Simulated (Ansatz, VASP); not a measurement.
MnO2: VASP beside Ansatz

```
Mn O
1.0
     2.81797    0.00000    0.00000
    -1.40899    2.44043    0.00000
     0.00000    0.00000    4.53919
Mn O
1 2
Direct
  0.00000 0.00000 0.50000
  0.33333 0.66667 0.70629
  0.66667 0.33333 0.29371
```

Change from the starting cell: volume scaled by 0.96.

Alike in both runs: task single point; functional PBEsol; k mesh 11 × 11 × 6; occupations fermi-dirac, width 0.05 eV; collinear spin.

|  | VASP | Ansatz |
| --- | --- | --- |
| version | VASP 6.6.1 | Ansatz 0.2.0 |
| potentials or method | VASP PAW PBE potentials, release 64 (Mn_pv, O), cutoff 520 eV | all-electron LAPW, scalar-relativistic |

VASP gave:

- gap on the k mesh at the Fermi level (eV): 0.54
- least direct gap on the mesh (eV): 0.59
- pressure (GPa): 7.6
- traceless stress, the component that is largest in VASP (GPa): -1.39
- rms of the force components (eV/Å): 0.257
- net moment per atom (μB): 1.00
- size of the moment on the site where the two differ most (μB): 2.80

Task: Which values does Ansatz return?

Result: gap on the k mesh at the Fermi level (eV): 0.59; least direct gap on the mesh (eV): 0.64; pressure (GPa): 6.7; traceless stress, the component that is largest in VASP (GPa): -0.93; rms of the force components (eV/Å): 0.215; net moment per atom (μB): 1.00; size of the moment on the site where the two differ most (μB): 2.68.

VASP's potentials were made for PBE, not for PBEsol. Site moments also hang on the region over which each program counts them. Atom by atom the forces differ by 0.041 eV/Å (rms over components). Ansatz ran all-electron here, and VASP with PAW potentials.
